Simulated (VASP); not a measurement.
Wanted: the native input for a VASP 6.6.1 run.

```
Task                   : single point
Functional             : PBE
Potentials or basis    : VASP PAW PBE potentials, release 64 (Pb_d, O)
Cutoff                 : 520 eV
k mesh                 : 12 × 12 × 12
Occupations            : fermi-dirac, width 0.05 eV
Spin                   : no spin polarisation
Dipole correction      : no
Further INCAR settings : ALGO = Normal; EDIFF = 1e-07; NBANDS = 17
```

The structure of PbO (CsCl type) lies in POSCAR:

```
PbO
1.0
    3.1079363075      0.0000000000      0.0000000000
    0.0000000000      3.1079363075      0.0000000000
    0.0000000000      0.0000000000      3.1079363075
Pb O
1 1
Direct
    0.0000000000      0.0000000000      0.0000000000
    0.5000000000      0.5000000000      0.5000000000
```

The input as run:

INCAR

```
SYSTEM = PbO
PREC     = Accurate       ! precision mode
ENCUT    = 520            ! plane-wave cutoff, eV
EDIFF    = 1E-7           ! SCF threshold, eV
ISMEAR   = -1             ! smearing method
SIGMA    = 0.05           ! smearing width, eV
LREAL    = .False.        ! projectors in reciprocal space
LASPH    = .True.         ! aspherical terms in the spheres
NELM     = 60             ! most SCF steps
ALGO     = Normal         ! electronic algorithm
ISIF     = 2              ! what is computed and relaxed
LWAVE    = .False.        ! write WAVECAR
LCHARG   = .True.         ! write CHGCAR
GGA      = PE             ! functional
LELF     = .True.         ! ELF
LVHAR    = .True.       
NBANDS   = 17             ! bands
```

KPOINTS

```
regular mesh
0
Gamma
  12 12 12
  0 0 0
```

Potentials or basis: VASP PAW PBE potentials, release 64 (Pb_d, O).

Launch:

```bash
$ cat potpaw_PBE.64/Pb_d/POTCAR potpaw_PBE.64/O/POTCAR > POTCAR
$ mpirun -np 1 vasp_std > vasp.out
```

Results of the run:

```json
{
  "Pressure": "11.9 GPa",
  "Band gap on the k mesh": "0.06 eV, direct"
}
```

Caveat: spin-orbit coupling is left out, which moves the levels of the heavy elements.

Run time: 11 s on 1 thread of Intel(R) Xeon(R) 6975P-C (Granite Rapids), on a shared host, peak memory 0.16 GiB.
